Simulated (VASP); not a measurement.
# Cd3TeSe2 in VASP: a series of runs

Runs on Cd3TeSe2. Level: PBE. Tasks: single point.

Program: VASP 6.6.1. These are calculated values, not measurements. Logs are shortened: lines on timing, memory, paths and dates and some standing lists are left out, and cuts for length are marked.

### 1 The cell of the first run

The structure is trigonal, space group P3m1 (No. 156). The conventional cell has a = 4.482 Å, b = 4.482 Å, c = 21.964 Å, α = 90.00°, β = 90.00°, γ = 120.00°. Within 3.5 Å of Cd (site symmetry 3m) lie 4 Se at 2.69 to 2.71 Å. Cd (site symmetry 3m) has 3 Se at 2.72 Å and 1 Te at 2.87 Å within 3.6 Å. Cd (site symmetry 3m) has 1 Se at 2.68 Å and 3 Te at 2.81 Å within 3.5 Å. Within 3.6 Å of Cd (site symmetry 3m) lie 4 Se at 2.69 to 2.71 Å. Within 3.7 Å of Cd (site symmetry 3m) lie 4 Te at 2.81 to 2.85 Å. Within 3.5 Å of Cd (site symmetry 3m) lie 4 Se at 2.69 to 2.72 Å. Te (site symmetry 3m) has 4 Cd at 2.81 to 2.87 Å within 3.7 Å. Within 3.7 Å of Te (site symmetry 3m) lie 4 Cd at 2.81 to 2.85 Å.

### 2 Single point, PBE

Input file INCAR:

```
SYSTEM = Cd3TeSe2
  ALGO = Normal
  EDIFF = 1E-6
  ENCUT = 520
  GGA = PE
  ISIF = 2
  ISMEAR = 0
  LASPH = .True.
  LCHARG = .False.
  LREAL = .False.
  LWAVE = .False.
  NBANDS = 66
  NELM = 100
  PREC = Accurate
  SIGMA = 0.2
```

Input file KPOINTS:

```
k-points
0
Gamma
  6 6 1
  0 0 0
```

Input file POSCAR:

```
Cd3TeSe2
1.0
    4.4821365660      0.0000000000      0.0000000000
   -2.2410682830      3.8816441294      0.0000000000
    0.0000000000      0.0000000000     21.9638837000
Cd Te Se
6 2 4
Direct
    0.0000000000      0.0000000000      0.9997840000
    0.0000000000      0.0000000000      0.3197880000
    0.0000000000      0.0000000000      0.6803380000
    0.6666666667      0.3333333333      0.1596530000
    0.6666666667      0.3333333333      0.5004690000
    0.6666666667      0.3333333333      0.8399050000
    0.0000000000      0.0000000000      0.4503990000
    0.6666666667      0.3333333333      0.6302960000
    0.0000000000      0.0000000000      0.1223230000
    0.0000000000      0.0000000000      0.8024030000
    0.6666666667      0.3333333333      0.2822340000
    0.6666666667      0.3333333333      0.9624070000
```

Potentials or basis: VASP PAW PBE potentials, release 64 (Cd, Te, Se).

On the command line:

```
> cat potpaw_PBE.64/Cd/POTCAR potpaw_PBE.64/Te/POTCAR potpaw_PBE.64/Se/POTCAR > POTCAR
> mpirun -np 1 vasp_std > vasp.out
```

OUTCAR:

```text
SYSTEM = Cd3TeSe2
   EDIFF = 1E-6
   ENCUT = 520
   GGA = PE
   ISIF = 2
   ISMEAR = 0
   LASPH = .True.
   LREAL = .False.
   NELM = 100
   PREC = Accurate

 ion  position               nearest neighbor table
   1  0.000  0.000  1.000-   9 2.69  12 2.71  12 2.71  12 2.71
   2  0.000  0.000  0.320-  11 2.72  11 2.72  11 2.72   7 2.87
   3  0.000  0.000  0.680-  10 2.68   8 2.81   8 2.81   8 2.81
   4  0.667  0.333  0.160-  11 2.69   9 2.71   9 2.71   9 2.71
   5  0.667  0.333  0.500-   7 2.81   7 2.81   7 2.81   8 2.85
   6  0.667  0.333  0.840-  12 2.69  10 2.72  10 2.72  10 2.72
   7  0.000  0.000  0.450-   5 2.81   5 2.81   5 2.81   2 2.87
   8  0.667  0.333  0.630-   3 2.81   3 2.81   3 2.81   5 2.85
   9  0.000  0.000  0.122-   1 2.69   4 2.71   4 2.71   4 2.71
  10  0.000  0.000  0.802-   3 2.68   6 2.72   6 2.72   6 2.72
  11  0.667  0.333  0.282-   4 2.69   2 2.72   2 2.72   2 2.72
  12  0.667  0.333  0.962-   6 2.69   1 2.71   1 2.71   1 2.71

  LATTYP: Found a hexagonal cell.
 ALAT       =     4.4821365660
 C/A-ratio  =     4.9003155920

  Lattice vectors:

 A1 = (   4.4821365660,   0.0000000000,   0.0000000000)
 A2 = (  -2.2410682830,   3.8816441294,   0.0000000000)
 A3 = (   0.0000000000,   0.0000000000,  21.9638837000)

Analysis of symmetry for initial positions (statically):
=====================================================================
 Subroutine PRICEL returns:
 Original cell was already a primitive cell.

 Routine SETGRP: Setting up the symmetry group for a
 hexagonal supercell.

 Subroutine GETGRP returns: Found  6 space group operations
 (whereof  6 operations were pure point group operations)
 out of a pool of 24 trial point group operations.

The static configuration has the point symmetry C_3v.

Analysis of symmetry for dynamics (positions and initial velocities):
=====================================================================
 Subroutine PRICEL returns:
 Original cell was already a primitive cell.

 Routine SETGRP: Setting up the symmetry group for a
 hexagonal supercell.

 Subroutine GETGRP returns: Found  6 space group operations
 (whereof  6 operations were pure point group operations)
 out of a pool of 24 trial point group operations.

The dynamic configuration has the point symmetry C_3v.

 Subroutine INISYM returns: Found  6 space group operations
 (whereof  6 operations are pure point group operations),
 and found     1 'primitive' translations

----------------------------------------------------------------------------------------

                                     Primitive cell

  volume of cell :     382.1289

  direct lattice vectors                    reciprocal lattice vectors
     4.482136566  0.000000000  0.000000000     0.223107883  0.128811396  0.000000000
    -2.241068283  3.881644129  0.000000000     0.000000000  0.257622792  0.000000000
     0.000000000  0.000000000 21.963883700     0.000000000  0.000000000  0.045529289

  length of vectors
     4.482136566  4.482136566 21.963883700     0.257622792  0.257622792  0.045529289

  position of ions in fractional coordinates (direct lattice)
     0.000000000  0.000000000  0.999784000
     0.000000000  0.000000000  0.319788000
     0.000000000  0.000000000  0.680338000
     0.666666667  0.333333333  0.159653000
     0.666666667  0.333333333  0.500469000
     0.666666667  0.333333333  0.839905000
     0.000000000  0.000000000  0.450399000
     0.666666667  0.333333333  0.630296000
     0.000000000  0.000000000  0.122323000
     0.000000000  0.000000000  0.802403000
     0.666666667  0.333333333  0.282234000
     0.666666667  0.333333333  0.962407000

  ion indices of the primitive-cell ions
   primitive index   ion index
                 1           1
                 2           2
                 3           3
                 4           4
                 5           5
                 6           6
                 7           7
                 8           8
                 9           9
                10          10
                11          11
                12          12

----------------------------------------------------------------------------------------

 KPOINTS: k-points

Automatic generation of k-mesh.
 Grid dimensions read from file:
 generate k-points for:    6    6    1

 Generating k-lattice:

  Cartesian coordinates                     Fractional coordinates (reciprocal lattice)
     0.037184647  0.021468566  0.000000000     0.166666667  0.000000000  0.000000000
     0.000000000  0.042937132  0.000000000     0.000000000  0.166666667  0.000000000
     0.000000000  0.000000000  0.045529289     0.000000000  0.000000000  1.000000000

  Length of vectors
     0.042937132  0.042937132  0.045529289

  Shift w.r.t. Gamma in fractional coordinates (k-lattice)
     0.000000000  0.000000000  0.000000000

 Subroutine IBZKPT returns following result:
 ===========================================

 Found      7 irreducible k-points:

 Following reciprocal coordinates:
            Coordinates               Weight
  0.000000  0.000000  0.000000      1.000000
  0.166667  0.000000  0.000000      6.000000
  0.333333  0.000000  0.000000      6.000000
  0.500000  0.000000  0.000000      3.000000
  0.166667  0.166667  0.000000      6.000000
  0.333333  0.166667  0.000000     12.000000
  0.333333  0.333333  0.000000      2.000000
   k-points           NKPTS =      7   k-points in BZ     NKDIM =      7   number of bands    NBANDS=     66
   number of dos      NEDOS =    301   number of ions     NIONS =     12
   total plane-waves  NPLWV = 217728
   dimension x,y,z NGX =    36 NGY =   36 NGZ =  168
   dimension x,y,z NGXF=    72 NGYF=   72 NGZF=  336
   ions per type =               6   2   4
   NGX,Y,Z   is equivalent  to a cutoff of  13.35, 13.35, 12.72 a.u.
   NGXF,Y,Z  is equivalent  to a cutoff of  26.71, 26.71, 25.43 a.u.
 SYSTEM =  Cd3TeSe2
   PREC   = accura    normal or accurate (medium, high low for compatibility)
   ISTART =      0    job   : 0-new  1-cont  2-samecut
   ICHARG =      2    charge: 1-file 2-atom 10-const
   ISPIN  =      1    spin polarized calculation?
   LNONCOLLINEAR =      F non collinear calculations
   LSORBIT =      F    spin-orbit coupling
   LASPH  =      T    aspherical Exc in radial PAW
   ENCUT  =  520.0 eV  38.22 Ry    6.18 a.u.   8.33  8.33 40.84*2*pi/ulx,y,z
   NELM   =    100;   NELMIN=  2; NELMDL= -5     # of ELM steps
   EDIFF  = 0.1E-05   stopping-criterion for ELM
   LREAL  =      F    real-space projection
   EDIFFG = 0.1E-04   stopping-criterion for IOM
   NSW    =      0    number of steps for IOM
   IBRION =     -1    ionic relax: 0-MD 1-quasi-New 2-CG
   NFREE  =      0    steps in history (QN), initial steepest desc. (CG)
   ISIF   =      2    stress and relaxation
   ISYM   =      2    0-nonsym 1-usesym 2-fastsym
   POTIM  = 0.5000    time-step for ionic-motion
   TEBEG  =    0.0;   TEEND  =   0.0 temperature during run
   PSTRESS=    0.0 pullay stress
   NELECT =     108.0000    total number of electrons
   NUPDOWN=      -1.0000    fix difference up-down
   EMIN   =  10.00;   EMAX   =-10.00  energy-range for DOS
   EFERMI =   0.00;   METHOD = LEGACY
   ISMEAR =     0;   SIGMA  =   0.20  broadening in eV -4-tet -1-fermi 0-gaus
   EFERMI_NEDOS =   21; number of points for ismear=-14 and -15
   IALGO  =     38    algorithm
   IMIX   =      4    mixing-type and parameters
     AMIX     =   0.40;   BMIX     =  1.00
     AMIX_MAG =   1.60;   BMIX_MAG =  1.00
  volume/ion in A,a.u.               =      31.84       214.89
  Fermi-wavevector in a.u.,A,eV,Ry     =   1.074351  2.030229 15.704247  1.154230
  Thomas-Fermi vector in A             =   2.210176
   LORBIT       =      0    0 simple, 1 ext, 2 COOP (PROOUT), +10 PAW based schemes
   GGA     = PE    functional components
   LHFCALC =     F    Hartree Fock is set to
   AEXX    =    0.0000 exact exchange contribution
   IVDW    =     0    specifies the selected vdW correction
   LEPSILON=     F    determine dielectric tensor
   LRPA    =     F    only Hartree local field effects (RPA)
 non-spin polarized calculation
 Gauss-broadening in eV      SIGMA  =   0.20
  energy-cutoff  :      520.00
  volume of cell :      382.13
 maximum number of plane-waves:     10315
 NGX is ok and might be reduce to    36
   NGX = 17   NGY = 17   NGZ = 81

 number of electron     107.9999978 magnetization

 Free energy of the ion-electron system (eV)
  ---------------------------------------------------
  ext. energy  EPLUGINS =         0.00000000
  ---------------------------------------------------
  free energy    TOTEN  =       -31.41685178 eV

  energy without entropy =      -31.40770989  energy(sigma->0) =      -31.41228083

 E-fermi :   1.4772     XC(G=0):  -8.5195

 val. band max:        1.4673848816   @ k =   0.0000   0.0000   0.0000
 cond. band min:       2.6347783608   @ k =   0.0000   0.0000   0.0000
 fundamental gap:      1.1673934792
 Fermi energy:         1.4771655541

 k-point     1 :       0.0000    0.0000    0.0000
  band No.  band energies     occupation
      1     -11.3206      2.00000
      2     -11.2398      2.00000
      3     -11.1373      2.00000
      4     -11.0340      2.00000
      5      -9.6439      2.00000
      6      -9.4613      2.00000
[... 58 lines left out ...]
     65       6.5945      0.00000
     66       6.6057      0.00000

 k-point     2 :       0.1667    0.0000    0.0000
  band No.  band energies     occupation
      1     -11.2599      2.00000
      2     -11.1858      2.00000
      3     -11.0958      2.00000
      4     -11.0033      2.00000
      5      -9.5617      2.00000
      6      -9.4018      2.00000
[... 334 lines left out ...]
     65       6.1640      0.00000
     66       6.6352      0.00000

 k-point     7 :       0.3333    0.3333    0.0000
  band No.  band energies     occupation
      1     -11.0296      2.00000
      2     -10.9683      2.00000
      3     -10.9500      2.00000
      4     -10.9395      2.00000
      5      -9.2592      2.00000
      6      -9.2189      2.00000
[... 58 lines left out ...]
     65       6.7142      0.00000
     66       7.1389      0.00000

------------------------ aborting loop because EDIFF is reached ----------------------------------------

  FORCE on cell =-STRESS in cart. coord.  units (eV):
  Direction    XX          YY          ZZ          XY          YZ          ZX
  --------------------------------------------------------------------------------------
  -------------------------------------------------------------------------------------
  Total        0.4859009      0.4859009      0.5714913      0.0000000      0.0000000     -0.0000000
  in kB        2.0372687      2.0372687      2.3961293      0.0000000      0.0000000     -0.0000000
  external PRESSURE =       2.1568889 kB  Pullay stress =       0.0000000 kB

 VOLUME and BASIS-vectors are now :
 -----------------------------------------------------------------------------
  energy-cutoff  :      520.00
  volume of cell :      382.13
      direct lattice vectors                 reciprocal lattice vectors
     4.482136566  0.000000000  0.000000000     0.223107883  0.128811396  0.000000000
    -2.241068283  3.881644129  0.000000000     0.000000000  0.257622792  0.000000000
     0.000000000  0.000000000 21.963883700     0.000000000  0.000000000  0.045529289

 POSITION                                       TOTAL-FORCE (eV/Angst)
 -----------------------------------------------------------------------------------
      0.00000      0.00000     21.95914         0.000000     -0.000000     -0.002855
      0.00000      0.00000      7.02379        -0.000000     -0.000000     -0.026744
      0.00000      0.00000     14.94286        -0.000000      0.000000      0.033236
      2.24107      1.29388      3.50660         0.000000     -0.000000     -0.019945
      2.24107      1.29388     10.99224         0.000000     -0.000000      0.017447
      2.24107      1.29388     18.44758         0.000000     -0.000000      0.011788
      0.00000      0.00000      9.89251        -0.000000      0.000000      0.006988
      2.24107      1.29388     13.84375        -0.000000      0.000000     -0.029111
      0.00000      0.00000      2.68669        -0.000000      0.000000      0.010442
      0.00000      0.00000     17.62389         0.000000      0.000000     -0.021490
      2.24107      1.29388      6.19895         0.000000      0.000000      0.026958
      2.24107      1.29388     21.13820        -0.000000      0.000000     -0.006714
 -----------------------------------------------------------------------------------
    total drift:                               -0.000001     -0.000000     -0.000181

  FREE ENERGIE OF THE ION-ELECTRON SYSTEM (eV)
  ---------------------------------------------------
  free  energy   TOTEN  =       -31.4168517816 eV

  energy  without entropy=      -31.4077098881  energy(sigma->0) =      -31.41228083
```

Run time: 5.2 min. Hardware: 1 thread of Intel Xeon Platinum 8488C (Sapphire Rapids), shared host; peak memory 0.54 GiB.

Results:

```yaml
Free_energy: -31.4169 eV
Pressure: 0.2 GPa
Largest_force: 0.033 eV/Å
```

Forces in eV/Å, atoms in the order of the input:
```
Cd   0.000  0.000 -0.003
Cd   0.000  0.000 -0.027
Cd   0.000  0.000  0.033
Cd   0.000  0.000 -0.020
Cd   0.000  0.000  0.017
Cd   0.000  0.000  0.012
Te   0.000  0.000  0.007
Te   0.000  0.000 -0.029
Se   0.000  0.000  0.010
Se   0.000  0.000 -0.021
Se   0.000  0.000  0.027
Se   0.000  0.000 -0.007
```

Caveat: spin-orbit coupling is left out, which moves the levels of the heavy elements.

### 3 Single point, PBE

Input file INCAR:

```
SYSTEM = Cd3TeSe2
PREC     = Accurate       ! precision mode
ENCUT    = 520            ! plane-wave cutoff, eV
EDIFF    = 1E-7           ! SCF threshold, eV
ISMEAR   = 0              ! smearing method
SIGMA    = 0.2            ! smearing width, eV
LREAL    = .False.        ! projectors in reciprocal space
LASPH    = .True.         ! aspherical terms in the spheres
NELM     = 100            ! most SCF steps
ALGO     = Normal         ! electronic algorithm
ISIF     = 2              ! what is computed and relaxed
LWAVE    = .False.        ! write WAVECAR
LCHARG   = .True.         ! write CHGCAR
GGA      = PE             ! functional
LELF     = .True.         ! ELF
LVHAR    = .True.       
NBANDS   = 66             ! bands
```

Input file KPOINTS:

```
Automatic mesh
0
Gamma
  6 6 1
  0 0 0
```

Input file POSCAR:

```
Cd3TeSe2
1.0
    4.4801452670      0.0006115120     -0.0001857259
   -2.2395399078      3.8805496984     -0.0000243826
   -0.0009836322     -0.0003308807     21.9849624465
Cd Te Se
6 2 4
Direct
   -0.0009013325      0.0008180060      0.9998820503
    0.0021750402      0.0019130620      0.3192989367
   -0.0007347068     -0.0019159171      0.6807576924
    0.6673452991      0.3349366371      0.1594671554
    0.6655415383      0.3315892789      0.5005981136
    0.6667018092      0.3326720608      0.8401935694
   -0.0009316587     -0.0016309563      0.4502721797
    0.6658328788      0.3315308950      0.6302437988
    0.0006665445      0.0014826906      0.1222944784
   -0.0001187823     -0.0007602678      0.8024931844
    0.6686083490      0.3352267387      0.2820820796
    0.6658150213      0.3341377718      0.9624157612
```

Potentials or basis: VASP PAW PBE potentials, release 64 (Cd, Te, Se).

On the command line:

```
> cat potpaw_PBE.64/Cd/POTCAR potpaw_PBE.64/Te/POTCAR potpaw_PBE.64/Se/POTCAR > POTCAR
> mpirun -np 1 vasp_std > vasp.out
```

It took 19 min on 1 thread of Intel Xeon Platinum 8488C (Sapphire Rapids), shared host; peak memory 0.75 GiB.

Results (log left out):

- Free energy: -31.4171 eV
- Pressure: 0.2 GPa
- Largest force: 0.022 eV/Å

Forces on the atoms (eV/Å):
```
Cd   0.002  0.000 -0.007
Cd  -0.002 -0.001  0.022
Cd  -0.001  0.001 -0.008
Cd   0.001 -0.001 -0.001
Cd   0.001  0.002  0.001
Cd  -0.003  0.000 -0.009
Te   0.000  0.001 -0.013
Te   0.001  0.001 -0.001
Se   0.000  0.000  0.003
Se   0.001  0.000  0.000
Se  -0.001 -0.002  0.003
Se   0.001  0.000  0.010
```

Levels at points of the mesh, in eV from the Fermi level:
```csv
k point,band 50,band 51,band 52,band 53,band 54,band 55,band 56,band 57,band 58,band 59
"(0.00, 0.00, 0.00)",-0.58,-0.42,-0.42,-0.09,-0.09,-0.03,1.14,1.28,1.30,1.88
"(0.50, 0.00, 0.00)",-1.55,-1.49,-1.42,-1.36,-0.93,1.88,2.01,2.38,2.48,2.51
"(0.00, 0.50, 0.00)",-1.55,-1.49,-1.42,-1.36,-0.93,1.88,2.02,2.38,2.48,2.51
"(0.50, 0.50, 0.00)",-1.55,-1.49,-1.42,-1.36,-0.93,1.88,2.01,2.38,2.48,2.50
```

Caveat: spin-orbit coupling is left out, which moves the levels of the heavy elements.
